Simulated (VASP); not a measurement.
Si2As2O, 5 atoms in the cell. It takes space group P6/mmm (No. 191, hexagonal). Conventional cell: a = 4.346 Å, b = 4.346 Å, c = 5.200 Å, α = 90.00°, β = 90.00°, γ = 120.00°. Within 3.3 Å of Si (site symmetry -6m2) lie 3 Si at 2.51 Å and 3 O at 2.51 Å and 2 As at 2.60 Å. As (site symmetry -6m2) has 3 As at 2.51 Å and 2 Si at 2.60 Å within 3.3 Å. Within 3.3 Å of O (site symmetry 6/mmm) lie 6 Si at 2.51 Å. The cell was built from a structure type or drawn by symmetry, and may not be a known phase.

| Property | Result |
| --- | --- |
| Program | VASP 6.6.1 |
| Task | relaxation of cell and atoms |
| Functional | PBE |
| Potentials or basis | VASP PAW PBE potentials, release 64 (Si, As, O) |
| Cutoff | 600 eV |
| k mesh | 12 × 12 × 8 |
| Occupations | gaussian, width 0.1 eV |
| Spin | no spin polarisation |
| Dipole correction | no |
| Further INCAR settings | ALGO = Normal; EDIFF = 1e-06; IBRION = 2; EDIFFG = -0.01; NSW = 100; ISIF = 3 |

Potentials or basis: VASP PAW PBE potentials, release 64 (Si, As, O).

Run with:

```sh
$ cat potpaw_PBE.64/Si/POTCAR potpaw_PBE.64/As/POTCAR potpaw_PBE.64/O/POTCAR > POTCAR
$ mpirun -np 1 vasp_std > vasp.out
```

Hardware: 1 thread of Intel Xeon 8259CL, with other jobs on the host.

**Question.** Estimate the wall time of this run.

**Answer.** It took 6.5 min on 1 thread of Intel Xeon 8259CL, on a shared host, peak memory 0.36 GiB. Counts: scf iterations 29, k points 95, ion steps 3.
